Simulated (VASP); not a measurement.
# ReB6 (R-3) in VASP: single point with PBE

Aim: the single point of ReB6 with PBE.

All numbers are computed with VASP 6.6.1; they aren't measurements. Logs are shortened: lines on timing, memory, paths and dates and some standing lists are left out, and cuts for length are marked.

## 1. The cell of the first run

The typed cell holds 7 atoms: a = 3.959 Å, b = 3.959 Å, c = 3.959 Å, α = 87.50°, β = 87.50°, γ = 87.50°.

The cell was generated, and may not be a known phase.

## 2. Single point, PBE

Contents of INCAR:

```
  PREC = Accurate
  ENCUT = 560
  EDIFF = 1E-6
  ISMEAR = 0
  SIGMA = 0.1
  LREAL = False
  LASPH = True
  NELM = 120
  ALGO = Normal
  ISIF = 2
  LWAVE = False
  LCHARG = False
  GGA = PE
  NBANDS = 26
  GGA_COMPAT = False
```

Contents of KPOINTS:

```
Automatic mesh
0
Gamma
  6 6 6
```

Contents of POSCAR:

```
ReB6
1.0
    2.7378079514      1.5806741577      2.3832137354
   -2.7378079514      1.5806741577      2.3832137354
    0.0000000000     -3.1613483155      2.3832137354
Re B
1 6
Direct
    0.5000000000      0.5000000000      0.5000000000
    1.0000102831      0.6789606865      0.3208579060
    0.3208579060      1.0000102831      0.6789606865
    0.6789606865      0.3208579060      1.0000102831
   -0.0000102831      0.3210393135      0.6791420940
    0.6791420940     -0.0000102831      0.3210393135
    0.3210393135      0.6791420940     -0.0000102831
```

Potentials or basis: VASP PAW PBE potentials, release 64 (Re_sv_GW, B).

Launch:

```
cat potpaw_PBE.64/Re_sv_GW/POTCAR potpaw_PBE.64/B/POTCAR > POTCAR
mpirun -np 1 vasp_std > vasp.out
```

OUTCAR:

```text
PREC = Accurate
   ENCUT = 560
   EDIFF = 1E-6
   ISMEAR = 0
   LREAL = False
   LASPH = True
   NELM = 120
   ISIF = 2
   GGA = PE

 ion  position               nearest neighbor table
   1  0.500  0.500  0.500-   6 2.21   3 2.21   5 2.21   2 2.21   7 2.21   4 2.21   2 2.21   5 2.21
                             3 2.21   6 2.21   4 2.21   7 2.21
   2  0.000  0.679  0.321-   6 1.76   7 1.76   5 1.96   1 2.21   1 2.21
   3  0.321  0.000  0.679-   5 1.76   7 1.76   6 1.96   1 2.21   1 2.21
   4  0.679  0.321  0.000-   5 1.76   6 1.76   7 1.96   1 2.21   1 2.21
   5  1.000  0.321  0.679-   3 1.76   4 1.76   2 1.96   1 2.21   1 2.21
   6  0.679  1.000  0.321-   2 1.76   4 1.76   3 1.96   1 2.21   1 2.21
   7  0.321  0.679  1.000-   3 1.76   2 1.76   4 1.96   1 2.21   1 2.21

  LATTYP: Found a trigonal (rhomboedric) cell.
 ALAT       =     3.9590189290
 COS(alpha) =     0.0435532403

  Lattice vectors:

 A1 = (   2.7378079514,   1.5806741577,   2.3832137354)
 A2 = (  -2.7378079514,   1.5806741577,   2.3832137354)
 A3 = (   0.0000000000,  -3.1613483155,   2.3832137354)

Analysis of symmetry for initial positions (statically):
=====================================================================
 Subroutine PRICEL returns:
 Original cell was already a primitive cell.

 Routine SETGRP: Setting up the symmetry group for a
 trigonal (rhombohedral) supercell.

 Subroutine GETGRP returns: Found  6 space group operations
 (whereof  6 operations were pure point group operations)
 out of a pool of 12 trial point group operations.

The static configuration has the point symmetry S_6 .

Analysis of symmetry for dynamics (positions and initial velocities):
=====================================================================
 Subroutine PRICEL returns:
 Original cell was already a primitive cell.

 Routine SETGRP: Setting up the symmetry group for a
 trigonal (rhombohedral) supercell.

 Subroutine GETGRP returns: Found  6 space group operations
 (whereof  6 operations were pure point group operations)
 out of a pool of 12 trial point group operations.

The dynamic configuration has the point symmetry S_6 .

 Subroutine INISYM returns: Found  6 space group operations
 (whereof  6 operations are pure point group operations),
 and found     1 'primitive' translations

----------------------------------------------------------------------------------------

                                     Primitive cell

  volume of cell :      61.8813

  direct lattice vectors                    reciprocal lattice vectors
     2.737807951  1.580674158  2.383213735     0.182627857  0.105440243  0.139867159
    -2.737807951  1.580674158  2.383213735    -0.182627857  0.105440243  0.139867159
     0.000000000 -3.161348316  2.383213735     0.000000000 -0.210880485  0.139867159

  length of vectors
     3.959018929  3.959018929  3.959018929     0.253048219  0.253048219  0.253048219

  position of ions in fractional coordinates (direct lattice)
     0.500000000  0.500000000  0.500000000
     0.000010283  0.678960686  0.320857906
     0.320857906  0.000010283  0.678960686
     0.678960686  0.320857906  0.000010283
     0.999989717  0.321039314  0.679142094
     0.679142094  0.999989717  0.321039314
     0.321039314  0.679142094  0.999989717

  ion indices of the primitive-cell ions
   primitive index   ion index
                 1           1
                 2           2
                 3           3
                 4           4
                 5           5
                 6           6
                 7           7

----------------------------------------------------------------------------------------

 KPOINTS: Automatic mesh

Automatic generation of k-mesh.
 Grid dimensions read from file:
 generate k-points for:    6    6    6

 Generating k-lattice:

  Cartesian coordinates                     Fractional coordinates (reciprocal lattice)
     0.030437976  0.017573374  0.023311193     0.166666667  0.000000000  0.000000000
    -0.030437976  0.017573374  0.023311193     0.000000000  0.166666667  0.000000000
     0.000000000 -0.035146748  0.023311193     0.000000000  0.000000000  0.166666667

  Length of vectors
     0.042174703  0.042174703  0.042174703

  Shift w.r.t. Gamma in fractional coordinates (k-lattice)
     0.000000000  0.000000000  0.000000000

 Subroutine IBZKPT returns following result:
 ===========================================

 Found     40 irreducible k-points:

 Following reciprocal coordinates:
            Coordinates               Weight
  0.000000  0.000000  0.000000      1.000000
  0.166667  0.000000  0.000000      6.000000
  0.333333  0.000000 -0.000000      6.000000
  0.500000  0.000000  0.000000      3.000000
  0.166667  0.166667  0.000000      6.000000
  0.333333  0.166667  0.000000      6.000000
[... 16 lines left out ...]
  0.333333  0.333333  0.166667      6.000000
  0.500000  0.333333  0.166667      6.000000
 [... further k-points ...]
   k-points           NKPTS =     40   k-points in BZ     NKDIM =     40   number of bands    NBANDS=     26
   number of dos      NEDOS =    301   number of ions     NIONS =      7
   total plane-waves  NPLWV =  32768
   dimension x,y,z NGX =    32 NGY =   32 NGZ =   32
   dimension x,y,z NGXF=    64 NGYF=   64 NGZF=   64
   ions per type =               1   6
   NGX,Y,Z   is equivalent  to a cutoff of  13.44, 13.44, 13.44 a.u.
   NGXF,Y,Z  is equivalent  to a cutoff of  26.87, 26.87, 26.87 a.u.
 SYSTEM =  unknown system
   PREC   = accura    normal or accurate (medium, high low for compatibility)
   ISTART =      0    job   : 0-new  1-cont  2-samecut
   ICHARG =      2    charge: 1-file 2-atom 10-const
   ISPIN  =      1    spin polarized calculation?
   LNONCOLLINEAR =      F non collinear calculations
   LSORBIT =      F    spin-orbit coupling
   LASPH  =      T    aspherical Exc in radial PAW
   ENCUT  =  560.0 eV  41.16 Ry    6.42 a.u.   7.64  7.64  7.64*2*pi/ulx,y,z
   NELM   =    120;   NELMIN=  2; NELMDL= -5     # of ELM steps
   EDIFF  = 0.1E-05   stopping-criterion for ELM
   LREAL  =      F    real-space projection
   EDIFFG = 0.1E-04   stopping-criterion for IOM
   NSW    =      0    number of steps for IOM
   IBRION =     -1    ionic relax: 0-MD 1-quasi-New 2-CG
   NFREE  =      0    steps in history (QN), initial steepest desc. (CG)
   ISIF   =      2    stress and relaxation
   ISYM   =      2    0-nonsym 1-usesym 2-fastsym
   POTIM  = 0.5000    time-step for ionic-motion
   TEBEG  =    0.0;   TEEND  =   0.0 temperature during run
   PSTRESS=    0.0 pullay stress
   NELECT =      33.0000    total number of electrons
   NUPDOWN=      -1.0000    fix difference up-down
   EMIN   =  10.00;   EMAX   =-10.00  energy-range for DOS
   EFERMI =   0.00;   METHOD = LEGACY
   ISMEAR =     0;   SIGMA  =   0.10  broadening in eV -4-tet -1-fermi 0-gaus
   EFERMI_NEDOS =   21; number of points for ismear=-14 and -15
   IALGO  =     38    algorithm
   IMIX   =      4    mixing-type and parameters
     AMIX     =   0.40;   BMIX     =  1.00
     AMIX_MAG =   1.60;   BMIX_MAG =  1.00
  volume/ion in A,a.u.               =       8.84        59.66
  Fermi-wavevector in a.u.,A,eV,Ry     =   1.327577  2.508756 23.979722  1.762460
  Thomas-Fermi vector in A             =   2.456879
   LORBIT       =      0    0 simple, 1 ext, 2 COOP (PROOUT), +10 PAW based schemes
   GGA     = PE    functional components
   LHFCALC =     F    Hartree Fock is set to
   AEXX    =    0.0000 exact exchange contribution
   IVDW    =     0    specifies the selected vdW correction
   LEPSILON=     F    determine dielectric tensor
   LRPA    =     F    only Hartree local field effects (RPA)
 non-spin polarized calculation
 Gauss-broadening in eV      SIGMA  =   0.10
  energy-cutoff  :      560.00
  volume of cell :       61.88
 maximum number of plane-waves:      1871
 NGX is ok and might be reduce to    32
   NGX = 15   NGY = 15   NGZ = 15

 number of electron      33.0000004 magnetization

 Free energy of the ion-electron system (eV)
  ---------------------------------------------------
  ext. energy  EPLUGINS =         0.00000000
  ---------------------------------------------------
  free energy    TOTEN  =       -52.34992550 eV

  energy without entropy =      -52.34069510  energy(sigma->0) =      -52.34531030

 E-fermi :   7.3851     XC(G=0): -11.9934

 val. band max:        7.3743125657   @ k =   0.5000   0.3333   0.1667
 cond. band min:       7.4441280672   @ k =   0.3333   0.0000  -0.1667
 fundamental gap:      0.0698155015
 Fermi energy:         7.3850868668

 k-point     1 :       0.0000    0.0000    0.0000
  band No.  band energies     occupation
      1     -72.8762      2.00000
      2     -34.9123      2.00000
      3     -34.8400      2.00000
      4     -34.8400      2.00000
      5      -6.5512      2.00000
      6      -1.4859      2.00000
[... 18 lines left out ...]
     25      14.1128      0.00000
     26      14.1128      0.00000

 k-point     2 :       0.1667    0.0000    0.0000
  band No.  band energies     occupation
      1     -72.8763      2.00000
      2     -34.9136      2.00000
      3     -34.8425      2.00000
      4     -34.8403      2.00000
      5      -6.3104      2.00000
      6      -1.8276      2.00000
[... 18 lines left out ...]
     25      13.6904      0.00000
     26      14.8665      0.00000

 k-point     3 :       0.3333    0.0000   -0.0000
  band No.  band energies     occupation
      1     -72.8761      2.00000
      2     -34.9164      2.00000
      3     -34.8467      2.00000
      4     -34.8405      2.00000
      5      -5.6373      2.00000
      6      -2.9432      2.00000
[... 572 lines left out ...]
 k-point    23 :       0.3333    0.3333    0.1667
  band No.  band energies     occupation
      1     -72.8761      2.00000
      2     -34.9208      2.00000
      3     -34.8510      2.00000
      4     -34.8462      2.00000
      5      -4.6051      2.00000
      6      -2.0783      2.00000
[... 18 lines left out ...]
     25      15.4837      0.00000
     26      16.2917      0.00000

 k-point    24 :       0.5000    0.3333    0.1667
  band No.  band energies     occupation
      1     -72.8760      2.00000
      2     -34.9221      2.00000
      3     -34.8528      2.00000
      4     -34.8467      2.00000
      5      -3.7656      2.00000
      6      -3.0654      2.00000
[... 18 lines left out ...]
     25      15.5916      0.00000
     26      16.5259      0.00000

 [... further k-points ...]

------------------------ aborting loop because EDIFF is reached ----------------------------------------

  FORCE on cell =-STRESS in cart. coord.  units (eV):
  Direction    XX          YY          ZZ          XY          YZ          ZX
  --------------------------------------------------------------------------------------
  -------------------------------------------------------------------------------------
  Total        0.0098902      0.0098902     -0.1069618     -0.0000001      0.0000000      0.0000000
  in kB        0.2560677      0.2560677     -2.7693623     -0.0000018      0.0000000      0.0000000
  external PRESSURE =      -0.7524089 kB  Pullay stress =       0.0000000 kB

 VOLUME and BASIS-vectors are now :
 -----------------------------------------------------------------------------
  energy-cutoff  :      560.00
  volume of cell :       61.88
      direct lattice vectors                 reciprocal lattice vectors
     2.737807951  1.580674158  2.383213735     0.182627857  0.105440243  0.139867159
    -2.737807951  1.580674158  2.383213735    -0.182627857  0.105440243  0.139867159
     0.000000000 -3.161348316  2.383213735     0.000000000 -0.210880485  0.139867159

 POSITION                                       TOTAL-FORCE (eV/Angst)
 -----------------------------------------------------------------------------------
      0.00000     -0.00000      3.57482         0.000000      0.000000      0.000000
     -1.85884      0.05889      2.38281         0.009245     -0.021456      0.002565
      0.87842     -1.63924      2.38281         0.013959      0.018734      0.002565
      0.98042      1.58035      2.38281        -0.023204      0.002721      0.002565
      1.85884     -0.05889      4.76684        -0.009245      0.021456     -0.002565
     -0.87842      1.63924      4.76684        -0.013959     -0.018734     -0.002565
     -0.98042     -1.58035      4.76684         0.023204     -0.002721     -0.002565
 -----------------------------------------------------------------------------------
    total drift:                               -0.000000      0.000000     -0.000000

  FREE ENERGIE OF THE ION-ELECTRON SYSTEM (eV)
  ---------------------------------------------------
  free  energy   TOTEN  =       -52.3499254971 eV

  energy  without entropy=      -52.3406951034  energy(sigma->0) =      -52.34531030
```

Run time: 93 s. Hardware: 1 thread of Intel Xeon Platinum 8259CL at 2.50GHz (Skylake/Cascade Lake), shared host; peak memory 0.21 GiB.

Results:

- Free energy: -52.3499 eV
- Pressure: -0.1 GPa
- Largest force: 0.024 eV/Å
- Band gap on the k mesh: zero (an odd number of electrons rules out a gap without spin polarisation)

Forces on the atoms (eV/Å):
```
Re   0.000  0.000  0.000
B    0.009 -0.021  0.003
B    0.014  0.019  0.003
B   -0.023  0.003  0.003
B   -0.009  0.021 -0.003
B   -0.014 -0.019 -0.003
B    0.023 -0.003 -0.003
```

Levels at points of the mesh, in eV from the Fermi level:
```csv
k point,band 14,band 15,band 16,band 17,band 18,band 19
"(0.00, 0.00, 0.00)",-1.41,-1.41,-1.39,0.70,0.70,4.06
"(0.50, 0.00, 0.00)",-3.19,-2.64,-2.09,0.24,1.74,2.38
"(0.50, 0.50, 0.00)",-3.11,-2.55,-2.04,-1.91,1.25,2.94
"(0.50, 0.50, 0.50)",-3.03,0.14,0.14,0.21,0.21,1.27
```

Caveat: spin-orbit coupling is left out, which moves the levels of the heavy elements; an odd number of electrons without spin polarisation forces a metal; a magnetic or distorted state may lie lower.

The gap in the log of VASP goes by the Fermi energy; the results here count the filled bands.